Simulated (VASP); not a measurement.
**Al2Au: single point with PBEsol**

The system is Al2Au.

```xyz
3
Lattice="0.0000 3.0007 3.0007 3.0007 0.0000 3.0007 3.0007 3.0007 0.0000" Properties=species:S:1:pos:R:3 pbc="T T T"
Au    0.0000    0.0000    0.0000
Al    4.5010    4.5010    4.5010
Al    1.5003    1.5003    1.5003
```

* Program: VASP 6.6.1
* Task: single point
* Functional: PBEsol
* Potentials or basis: VASP PAW PBE potentials, release 64 (Au, Al)
* Cutoff: 520 eV
* k mesh: 8 × 8 × 8
* Occupations: fermi-dirac, width 0.05 eV
* Spin: no spin polarisation
* Dipole correction: no
* Further INCAR settings: ALGO = Normal; EDIFF = 1e-06; NBANDS = 16

- Pressure: -0.2 GPa

Levels at points of the mesh, in eV from the Fermi level:
```csv
k point,band 5,band 6,band 7,band 8,band 9,band 10,band 11,band 12,band 13,band 14
"(0.00, 0.00, 0.00)",-5.64,-5.64,2.27,2.92,2.92,2.92,3.93,3.93,3.93,5.73
"(0.50, 0.00, 0.00)",-5.52,-5.52,-5.47,0.36,0.36,3.25,3.59,3.82,3.82,8.83
"(0.50, 0.50, 0.00)",-5.80,-5.34,-5.04,-2.11,-2.11,1.28,2.03,7.66,9.82,9.82
```

Wall time 24 s on 1 thread of AMD EPYC 7R43 64-Core Processor (Zen 3), on a shared host, peak memory 0.14 GiB.

Caveat: the PAW data sets were made with another functional, which shifts forces and pressure a little; spin-orbit coupling is left out, which moves the levels of the heavy elements.
